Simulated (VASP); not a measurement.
# BeTe (F-43m) in VASP: settings compared, part 2 of 2

VASP 6.6.1.

### Step 3. Single point, r2SCAN

This run uses another cell than the first one, of 19.98 Å³/atom, 0.940 times its volume.

POSCAR reads:

```
BeTe
1.0
    0.0000000000      2.7134535211      2.7134535211
    2.7134535211      0.0000000000      2.7134535211
    2.7134535211      2.7134535211      0.0000000000
Te Be
1 1
Direct
    0.7500000000      0.7500000000      0.7500000000
    0.0000000000      0.0000000000      0.0000000000
```

INCAR.step1 reads:

```
SYSTEM = BeTe
PREC     = Accurate       ! precision mode
ENCUT    = 520            ! plane-wave cutoff, eV
ISMEAR   = -1             ! smearing method
SIGMA    = 0.05           ! smearing width, eV
LREAL    = .FALSE.        ! projectors in reciprocal space
LASPH    = .TRUE.         ! aspherical terms in the spheres
NELM     = 60             ! most SCF steps
NBANDS   = 11             ! bands
GGA      = PE             ! functional
ALGO     = Normal         ! electronic algorithm
EDIFF    = 1E-4           ! SCF threshold, eV
LWAVE    = .TRUE.         ! write WAVECAR
LCHARG   = .FALSE.        ! write CHGCAR
```

INCAR.step2 reads:

```
SYSTEM = BeTe
PREC     = Accurate       ! precision mode
ENCUT    = 520            ! plane-wave cutoff, eV
EDIFF    = 1E-7           ! SCF threshold, eV
ISMEAR   = -1             ! smearing method
SIGMA    = 0.05           ! smearing width, eV
LREAL    = .FALSE.        ! projectors in reciprocal space
LASPH    = .TRUE.         ! aspherical terms in the spheres
NELM     = 60             ! most SCF steps
ALGO     = Normal         ! electronic algorithm
ISIF     = 2              ! what is computed and relaxed
LWAVE    = .FALSE.        ! write WAVECAR
LCHARG   = .FALSE.        ! write CHGCAR
METAGGA  = R2SCAN         ! meta-GGA
LMIXTAU  = .TRUE.       
NBANDS   = 11             ! bands
ISTART   = 1
```

KPOINTS reads:

```
regular mesh
0
G
  8 8 8
  0 0 0
```

Potentials or basis: VASP PAW PBE potentials, release 64 (Te, Be).

Command:

```
> cat potpaw_PBE.64/Te/POTCAR potpaw_PBE.64/Be/POTCAR > POTCAR
> cp INCAR.step1 INCAR
> mpirun -np 1 vasp_std > vasp.out
> cp INCAR.step2 INCAR
> mpirun -np 1 vasp_std > vasp.out
```

OUTCAR:

```text
SYSTEM = BeTe
   PREC = Accurate
   ENCUT = 520
   EDIFF = 1E-7
   ISMEAR = -1
   LREAL = .FALSE.
   LASPH = .TRUE.
   NELM = 60
   ISIF = 2
   METAGGA = R2SCAN
   ISTART = 1

 ion  position               nearest neighbor table
   1  0.750  0.750  0.750-   2 2.35   2 2.35   2 2.35   2 2.35
   2  0.000  0.000  0.000-   1 2.35   1 2.35   1 2.35   1 2.35

  LATTYP: Found a face centered cubic cell.
 ALAT       =     5.4269070422

  Lattice vectors:

 A1 = (   0.0000000000,   2.7134535211,   2.7134535211)
 A2 = (   2.7134535211,   0.0000000000,   2.7134535211)
 A3 = (   2.7134535211,   2.7134535211,   0.0000000000)

Analysis of symmetry for initial positions (statically):
=====================================================================
 Subroutine PRICEL returns:
 Original cell was already a primitive cell.

 Routine SETGRP: Setting up the symmetry group for a
 face centered cubic supercell.

 Subroutine GETGRP returns: Found 24 space group operations
 (whereof 24 operations were pure point group operations)
 out of a pool of 48 trial point group operations.

The static configuration has the point symmetry T_d .

Analysis of symmetry for dynamics (positions and initial velocities):
=====================================================================
 Subroutine PRICEL returns:
 Original cell was already a primitive cell.

 Routine SETGRP: Setting up the symmetry group for a
 face centered cubic supercell.

 Subroutine GETGRP returns: Found 24 space group operations
 (whereof 24 operations were pure point group operations)
 out of a pool of 48 trial point group operations.

The dynamic configuration has the point symmetry T_d .

 Subroutine INISYM returns: Found 24 space group operations
 (whereof 24 operations are pure point group operations),
 and found     1 'primitive' translations

----------------------------------------------------------------------------------------

                                     Primitive cell

  volume of cell :      39.9574

  direct lattice vectors                    reciprocal lattice vectors
     0.000000000  2.713453521  2.713453521    -0.184267022  0.184267022  0.184267022
     2.713453521  0.000000000  2.713453521     0.184267022 -0.184267022  0.184267022
     2.713453521  2.713453521  0.000000000     0.184267022  0.184267022 -0.184267022

  length of vectors
     3.837402770  3.837402770  3.837402770     0.319159844  0.319159844  0.319159844

  position of ions in fractional coordinates (direct lattice)
     0.750000000  0.750000000  0.750000000
     0.000000000  0.000000000  0.000000000

  ion indices of the primitive-cell ions
   primitive index   ion index
                 1           1
                 2           2

----------------------------------------------------------------------------------------

 KPOINTS: regular mesh

Automatic generation of k-mesh.
 Grid dimensions read from file:
 generate k-points for:    8    8    8

 Generating k-lattice:

  Cartesian coordinates                     Fractional coordinates (reciprocal lattice)
    -0.023033378  0.023033378  0.023033378     0.125000000  0.000000000  0.000000000
     0.023033378 -0.023033378  0.023033378     0.000000000  0.125000000  0.000000000
     0.023033378  0.023033378 -0.023033378     0.000000000  0.000000000  0.125000000

  Length of vectors
     0.039894981  0.039894981  0.039894981

  Shift w.r.t. Gamma in fractional coordinates (k-lattice)
     0.000000000  0.000000000  0.000000000

 Subroutine IBZKPT returns following result:
 ===========================================

 Found     29 irreducible k-points:

 Following reciprocal coordinates:
            Coordinates               Weight
  0.000000  0.000000  0.000000      1.000000
  0.125000  0.000000  0.000000      8.000000
  0.250000  0.000000  0.000000      8.000000
  0.375000  0.000000  0.000000      8.000000
  0.500000  0.000000  0.000000      4.000000
  0.125000  0.125000  0.000000      6.000000
[... 16 lines left out ...]
  0.500000  0.250000  0.125000     48.000000
 -0.375000  0.250000  0.125000     24.000000
 [... further k-points ...]
   k-points           NKPTS =     29   k-points in BZ     NKDIM =     29   number of bands    NBANDS=     11
   number of dos      NEDOS =    301   number of ions     NIONS =      2
   total plane-waves  NPLWV =  27000
   dimension x,y,z NGX =    30 NGY =   30 NGZ =   30
   dimension x,y,z NGXF=    60 NGYF=   60 NGZF=   60
   ions per type =               1   1
   NGX,Y,Z   is equivalent  to a cutoff of  13.00, 13.00, 13.00 a.u.
   NGXF,Y,Z  is equivalent  to a cutoff of  25.99, 25.99, 25.99 a.u.
 SYSTEM =  BeTe
   PREC   = accura    normal or accurate (medium, high low for compatibility)
   ISTART =      1    job   : 0-new  1-cont  2-samecut
   ICHARG =      0    charge: 1-file 2-atom 10-const
   ISPIN  =      1    spin polarized calculation?
   LNONCOLLINEAR =      F non collinear calculations
   LSORBIT =      F    spin-orbit coupling
   LASPH  =      T    aspherical Exc in radial PAW
   ENCUT  =  520.0 eV  38.22 Ry    6.18 a.u.   7.14  7.14  7.14*2*pi/ulx,y,z
   NELM   =     60;   NELMIN=  2; NELMDL=  0     # of ELM steps
   EDIFF  = 0.1E-06   stopping-criterion for ELM
   LREAL  =      F    real-space projection
   EDIFFG = 0.1E-05   stopping-criterion for IOM
   NSW    =      0    number of steps for IOM
   IBRION =     -1    ionic relax: 0-MD 1-quasi-New 2-CG
   NFREE  =      0    steps in history (QN), initial steepest desc. (CG)
   ISIF   =      2    stress and relaxation
   ISYM   =      2    0-nonsym 1-usesym 2-fastsym
   POTIM  = 0.5000    time-step for ionic-motion
   TEBEG  =    0.0;   TEEND  =   0.0 temperature during run
   PSTRESS=    0.0 pullay stress
   NELECT =       8.0000    total number of electrons
   NUPDOWN=      -1.0000    fix difference up-down
   EMIN   =  10.00;   EMAX   =-10.00  energy-range for DOS
   EFERMI =   0.00;   METHOD = LEGACY
   ISMEAR =    -1;   SIGMA  =   0.05  broadening in eV -4-tet -1-fermi 0-gaus
   EFERMI_NEDOS =   21; number of points for ismear=-14 and -15
   IALGO  =     38    algorithm
   IMIX   =      4    mixing-type and parameters
     AMIX     =   0.40;   BMIX     =  1.00
     AMIX_MAG =   1.60;   BMIX_MAG =  1.00
  volume/ion in A,a.u.               =      19.98       134.82
  Fermi-wavevector in a.u.,A,eV,Ry     =   0.957721  1.809831 12.479671  0.917230
  Thomas-Fermi vector in A             =   2.086765
   LORBIT       =      0    0 simple, 1 ext, 2 COOP (PROOUT), +10 PAW based schemes
   METAGGA = R2SCAN    functional components
   LHFCALC =     F    Hartree Fock is set to
   AEXX    =    0.0000 exact exchange contribution
   IVDW    =     0    specifies the selected vdW correction
   LEPSILON=     F    determine dielectric tensor
   LRPA    =     F    only Hartree local field effects (RPA)
 non-spin polarized calculation
  energy-cutoff  :      520.00
  volume of cell :       39.96
 maximum number of plane-waves:      1090
 NGX is ok and might be reduce to    30
   NGX = 15   NGY = 15   NGZ = 15

 number of electron       8.0000000 magnetization

 Free energy of the ion-electron system (eV)
  ---------------------------------------------------
  ext. energy  EPLUGINS =         0.00000000
  ---------------------------------------------------
  free energy    TOTEN  =       -30.53555131 eV

  energy without entropy =      -30.53555131  energy(sigma->0) =      -30.53555131

 E-fermi :   7.2502     XC(G=0):  -9.9550

 val. band max:        6.2809648165   @ k =   0.0000   0.0000   0.0000
 cond. band min:       8.3118812472   @ k =   0.5000   0.5000   0.0000
 fundamental gap:      2.0309164308
 Fermi energy:         7.2501903662

 k-point     1 :       0.0000    0.0000    0.0000
  band No.  band energies     occupation
      1      -7.3450      2.00000
      2       6.2810      2.00000
      3       6.2810      2.00000
      4       6.2810      2.00000
      5      10.1537      0.00000
      6      10.1537      0.00000
      7      10.1537      0.00000
      8      11.7061      0.00000
      9      15.5072      0.00000
     10      17.2393      0.00000
     11      17.2393      0.00000
[... 309 lines left out ...]
 k-point    24 :      -0.3750    0.2500    0.1250
  band No.  band energies     occupation
      1      -5.2706      2.00000
      2       0.2227      2.00000
      3       2.8412      2.00000
      4       3.9448      2.00000
      5      10.8449      0.00000
      6      11.2453      0.00000
      7      13.9241      0.00000
      8      15.0679      0.00000
      9      15.5658      0.00000
     10      18.8917      0.00000
     11      19.4638      0.00000

 [... further k-points ...]

------------------------ aborting loop because EDIFF is reached ----------------------------------------

  FORCE on cell =-STRESS in cart. coord.  units (eV):
  Direction    XX          YY          ZZ          XY          YZ          ZX
  --------------------------------------------------------------------------------------
  -------------------------------------------------------------------------------------
  Total        2.4263717      2.4263717      2.4263717      0.0000000      0.0000000      0.0000000
  in kB       97.2905722     97.2905722     97.2905722      0.0000000      0.0000000      0.0000000
  external PRESSURE =      97.2905722 kB  Pullay stress =       0.0000000 kB

 VOLUME and BASIS-vectors are now :
 -----------------------------------------------------------------------------
  energy-cutoff  :      520.00
  volume of cell :       39.96
      direct lattice vectors                 reciprocal lattice vectors
     0.000000000  2.713453521  2.713453521    -0.184267022  0.184267022  0.184267022
     2.713453521  0.000000000  2.713453521     0.184267022 -0.184267022  0.184267022
     2.713453521  2.713453521  0.000000000     0.184267022  0.184267022 -0.184267022

 POSITION                                       TOTAL-FORCE (eV/Angst)
 -----------------------------------------------------------------------------------
      4.07018      4.07018      4.07018         0.000000      0.000000      0.000000
      0.00000      0.00000      0.00000        -0.000000     -0.000000     -0.000000
 -----------------------------------------------------------------------------------
    total drift:                               -0.000000     -0.000000     -0.000000

  FREE ENERGIE OF THE ION-ELECTRON SYSTEM (eV)
  ---------------------------------------------------
  free  energy   TOTEN  =       -30.5355513087 eV

  energy  without entropy=      -30.5355513087  energy(sigma->0) =      -30.53555131
```

It took 32 s on 1 thread of Intel Xeon 6975P-C (Granite Rapids), shared host; peak memory 0.17 GiB.

Results:

* Free energy: -30.5356 eV
* Pressure: 9.7 GPa
* Band gap on the k mesh: 2.03 eV, indirect (least direct gap 3.87 eV)

Levels at points of the mesh, in eV from the valence-band top:
```tsv
k point	band 1	band 2	band 3	band 4	band 5	band 6	band 7	band 8
(0.00, 0.00, 0.00)	-13.63	0.00	0.00	0.00	3.87	3.87	3.87	5.43
(0.50, 0.00, 0.00)	-11.87	-6.56	-1.39	-1.39	3.87	4.92	4.92	8.42
(0.50, 0.50, 0.00)	-11.21	-6.01	-3.22	-3.22	2.03	2.80	11.30	11.30
```

Caveat: the PAW data sets were made with another functional, which shifts forces and pressure a little; spin-orbit coupling is left out, which moves the levels of the heavy elements. A k mesh can miss the band edges.

### Step 4. Single point, r2SCAN

POSCAR reads:

```
BeTe
1.0
    0.0000000000      2.7700000000      2.7700000000
    2.7700000000      0.0000000000      2.7700000000
    2.7700000000      2.7700000000      0.0000000000
Te Be
1 1
Direct
    0.7500000000      0.7500000000      0.7500000000
    0.0000000000      0.0000000000      0.0000000000
```

INCAR.step1 reads:

```
ALGO     = Normal         # electronic algorithm
EDIFF    = 1E-4           # SCF threshold, eV
ENCUT    = 520            # plane-wave cutoff, eV
GGA      = PE             # functional
ISMEAR   = -1             # smearing method
LASPH    = T              # aspherical terms in the spheres
LCHARG   = F              # write CHGCAR
LREAL    = F              # projectors in reciprocal space
LWAVE    = T              # write WAVECAR
NBANDS   = 11             # bands
NELM     = 80             # most SCF steps
PREC     = Accurate       # precision mode
SIGMA    = 0.05           # smearing width, eV
```

INCAR.step2 reads:

```
ALGO     = Normal         # electronic algorithm
EDIFF    = 1E-7           # SCF threshold, eV
ENCUT    = 520            # plane-wave cutoff, eV
ISIF     = 2              # what is computed and relaxed
ISMEAR   = -1             # smearing method
ISTART   = 1            
LASPH    = T              # aspherical terms in the spheres
LCHARG   = F              # write CHGCAR
LMIXTAU  = T            
LREAL    = F              # projectors in reciprocal space
LWAVE    = F              # write WAVECAR
METAGGA  = R2SCAN         # meta-GGA
NBANDS   = 11             # bands
NELM     = 80             # most SCF steps
PREC     = Accurate       # precision mode
SIGMA    = 0.05           # smearing width, eV
```

KPOINTS reads:

```
k-points
0
Gamma
  8 8 8
```

Command:

```
> cat potpaw_PBE.64/Te/POTCAR potpaw_PBE.64/Be/POTCAR > POTCAR
> cp INCAR.step1 INCAR
> mpirun -np 1 vasp_std > vasp.out
> cp INCAR.step2 INCAR
> mpirun -np 1 vasp_std > vasp.out
```

It took 41 s on 1 thread of Intel Xeon 6975P-C (Granite Rapids), shared host; peak memory 0.17 GiB.

The run converged. Its results:

```
Free energy            : -30.6467 eV
Pressure               : 4.5 GPa
Band gap on the k mesh : 2.21 eV, indirect (least direct gap 3.96 eV)
```

Levels at points of the mesh, in eV from the valence-band top:
```
           k point  band 2  band 3  band 4  band 5  band 6  band 7
(0.00, 0.00, 0.00)    0.00    0.00    0.00    3.96    3.96    3.96
(0.50, 0.00, 0.00)   -6.11   -1.26   -1.26    3.69    4.98    4.98
(0.50, 0.50, 0.00)   -5.63   -2.95   -2.95    2.21    2.91   10.89
```

Caveat: the PAW data sets were made with another functional, which shifts forces and pressure a little; spin-orbit coupling is left out, which moves the levels of the heavy elements. A k mesh can miss the band edges.

### Step 5. Single point, r2SCAN

This run uses another cell than the first one, of 22.10 Å³/atom, 1.040 times its volume.

POSCAR reads:

```
BeTe
1.0
    0.0000000000      2.8064515486      2.8064515486
    2.8064515486      0.0000000000      2.8064515486
    2.8064515486      2.8064515486      0.0000000000
Te Be
1 1
Direct
    0.7500000000      0.7500000000      0.7500000000
    0.0000000000      0.0000000000      0.0000000000
```

INCAR.step1 reads:

```
PREC = Accurate ; ENCUT = 520
ISMEAR = -1 ; SIGMA = 0.05
LREAL = F ; LASPH = T
NELM = 80 ; NBANDS = 11
GGA = PE ; ALGO = Normal
EDIFF = 1E-4 ; LWAVE = T
LCHARG = F
```

INCAR.step2 reads:

```
PREC = Accurate ; ENCUT = 520
EDIFF = 1E-7 ; ISMEAR = -1
SIGMA = 0.05 ; LREAL = F
LASPH = T ; NELM = 80
ALGO = Normal ; ISIF = 2
LWAVE = F ; LCHARG = F
METAGGA = R2SCAN ; LMIXTAU = T
NBANDS = 11 ; ISTART = 1
```

KPOINTS reads:

```
Automatic mesh
0
Gamma
  8 8 8
```

Command:

```
> cat potpaw_PBE.64/Te/POTCAR potpaw_PBE.64/Be/POTCAR > POTCAR
> cp INCAR.step1 INCAR
> mpirun -np 1 vasp_std > vasp.out
> cp INCAR.step2 INCAR
> mpirun -np 1 vasp_std > vasp.out
```

Run time: 40 s. Hardware: 1 thread of Intel Xeon 6975P-C (Granite Rapids), shared host; peak memory 0.17 GiB.

It converged, with:

```yaml
Free_energy: -30.6789 eV
Pressure: 1.7 GPa
Band_gap_on_the_k_mesh: 2.31 eV, indirect (least direct gap 4.00 eV)
```

Levels at points of the mesh, in eV from the valence-band top:
```
           k point  band 2  band 3  band 4  band 5  band 6  band 7
(0.00, 0.00, 0.00)    0.00    0.00    0.00    4.00    4.00    4.00
(0.50, 0.00, 0.00)   -5.83   -1.19   -1.19    3.58    5.01    5.01
(0.50, 0.50, 0.00)   -5.40   -2.79   -2.79    2.31    2.97   10.64
```

Caveat: the PAW data sets were made with another functional, which shifts forces and pressure a little; spin-orbit coupling is left out, which moves the levels of the heavy elements.

### Step 6. Summary

| task | level | cell | cutoff (eV) | gap on the mesh (eV) | pressure (GPa) |
| --- | --- | --- | --- | --- | --- |
| relaxation of cell and atoms | PBE+D4 | relaxed from a = 3.917 Å, angles 60.0°, 2 atoms | 600 | 1.93 | 0.0 |
| single point | r2SCAN | a = 3.837 Å, angles 60.0°, 2 atoms | 520 | 2.03 | 9.7 |
| single point | r2SCAN | a = 3.917 Å, angles 60.0°, 2 atoms | 520 | 2.21 | 4.5 |
| single point | r2SCAN | a = 3.969 Å, angles 60.0°, 2 atoms | 520 | 2.31 | 1.7 |

Alike in all rows: potentials or basis VASP PAW PBE potentials, release 64 (Te, Be); no spin polarisation; k mesh 8 × 8 × 8; smearing fermi-dirac 0.05 eV.

Caveats: spin-orbit coupling is left out, which moves the levels of the heavy elements; the PAW data sets were made with another functional, which shifts forces and pressure a little (some runs).

Absolute energies hang on the potentials; compare differences alone.
